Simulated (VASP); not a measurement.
A run of VASP 6.6.1 is set up as follows.

The input INCAR:

```
SYSTEM = Pt
PREC = Accurate ; ENCUT = 520
EDIFF = 1E-6 ; ISMEAR = -1
SIGMA = 0.1 ; LREAL = .FALSE.
LASPH = .TRUE. ; NELM = 100
ALGO = Normal ; ISIF = 2
LWAVE = .FALSE. ; LCHARG = .FALSE.
GGA = PE ; NBANDS = 22
```

The input KPOINTS:

```
Automatic mesh
0
G
  9 9 13
  0 0 0
```

Contents of POSCAR:

```
Pt
1.0
    4.5339875526      0.0000000000      0.0000000000
   -2.2669937763      3.9265484010      0.0000000000
    0.0000000000      0.0000000000      2.7029704986
Pt
3
Direct
    0.0000000000      0.0000000000      0.0000000000
    0.3333333333      0.6666666667      0.5000000000
    0.6666666667      0.3333333333      0.5000000000
```

Potentials or basis: VASP PAW PBE potentials, release 64 (Pt).

Command:

```sh
$ cat potpaw_PBE.64/Pt/POTCAR > POTCAR
$ mpirun -np 1 vasp_std > vasp.out
```

Problem. Predict the pressure.

Solution. -0.5 GPa.

Problem. What does it give for the band gap on the k mesh?

Solution. Zero (bands 15 and 16 overlap by 1.25 eV).

Stress tensor (GPa, compression positive):
```
-0.75  0.00  0.00
 0.00 -0.75  0.00
 0.00  0.00  0.13
```

Caveat: spin-orbit coupling is left out, which moves the levels of the heavy elements.
